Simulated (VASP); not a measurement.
Write the native input for VASP 6.6.1 that does the following.

| Property | Result |
| --- | --- |
| Task | relaxation of cell and atoms |
| Functional | LDA |
| Potentials or basis | VASP PAW LDA potentials, release 64 (Au) |
| Cutoff | 600 eV |
| k mesh | 4 × 4 × 4 |
| Occupations | fermi-dirac, width 0.1 eV |
| Spin | no spin polarisation |
| Dipole correction | no |
| Further INCAR settings | ALGO = Normal; EDIFF = 1e-06; IBRION = 2; EDIFFG = -0.02; NSW = 80; ISIF = 3 |

The structure of Au lies in POSCAR:

```
Au
1.0
    4.0444672730      0.0000000000      0.0000000000
    0.0000000000      4.0444672730      0.0000000000
    0.0000000000      0.0000000000      4.0444672730
Au
4
Direct
    0.0000000000      0.0000000000      0.0000000000
    0.0000000000      0.5000000000      0.5000000000
    0.5000000000      0.0000000000      0.5000000000
    0.5000000000      0.5000000000      0.0000000000
```

One way to write it, as run:

INCAR

```
ALGO = Normal ; EDIFF = 1E-6
EDIFFG = -0.02 ; ENCUT = 600
IBRION = 2 ; ISIF = 3
ISMEAR = -1 ; LASPH = T
LCHARG = F ; LREAL = F
LWAVE = F ; NELM = 100
NSW = 80 ; PREC = Accurate
SIGMA = 0.1
```

KPOINTS

```
k-points
0
Gamma
  4 4 4
```

Potentials or basis: VASP PAW LDA potentials, release 64 (Au).

Run with:

```console
$ cat potpaw_LDA.64/Au/POTCAR > POTCAR
$ mpirun -np 1 vasp_std > vasp.out
```

It gave:

| Property | Result |
| --- | --- |
| Relaxed volume | 16.62 Å³/atom |
| Relaxed cell | a = 4.051 Å, b = 4.051 Å, c = 4.051 Å, α = 90.00°, β = 90.00°, γ = 90.00° |
| Space group after relaxing (to 0.05 Å) | Fm-3m (No. 225) |
| Energy gained by relaxing | 0.3 meV/atom |
| Ionic steps | 3 |
| Pressure after relaxing | 0.0 GPa |
| Band gap on the k mesh | zero (band 22 reaches 10.75 eV, above the bottom of band 23 at 8.59 eV) |

Caveat: the k points lie up to 0.39 Å⁻¹ apart in the final cell; spin-orbit coupling is left out, which moves the levels of the heavy elements.

It took 16 s on 1 thread of AMD EPYC 9R45 96-Core Processor (Zen 5), on a shared host, peak memory 0.13 GiB.
